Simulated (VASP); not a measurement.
Y, 2 atoms in the cell. It takes space group P6_3/mmc (No. 194, hexagonal). Conventional cell: a = 3.767 Å, b = 3.767 Å, c = 5.629 Å, α = 90.00°, β = 90.00°, γ = 120.00°. Y (site symmetry -6m2) has 12 Y at 3.56 to 3.77 Å within 4.7 Å. 

| Property | Result |
| --- | --- |
| Program | VASP 6.6.1 |
| Task | single point |
| Functional | r2SCAN |
| Potentials or basis | VASP PAW PBE potentials, release 64 (Y_sv) |
| Cutoff | 520 eV |
| k mesh | 9 × 9 × 6 |
| Occupations | gaussian, width 0.1 eV |
| Spin | no spin polarisation |
| Dipole correction | no |
| Further INCAR settings | ALGO = Normal; EDIFF = 1e-06; NBANDS = 18 |

Potentials or basis: VASP PAW PBE potentials, release 64 (Y_sv).

Command:

```sh
$ cat potpaw_PBE.64/Y_sv/POTCAR > POTCAR
$ cp INCAR.step1 INCAR
$ mpirun -np 1 vasp_std > vasp.out
$ cp INCAR.step2 INCAR
$ mpirun -np 1 vasp_std > vasp.out
```

Hardware: 1 thread of AMD EPYC 7R13, with other jobs on the host.

Question: How long does it take, and how much memory?

Answer: Wall time 8 min on 1 thread of AMD EPYC 7R13, on a shared host, peak memory 0.19 GiB. Counts: k points 48.
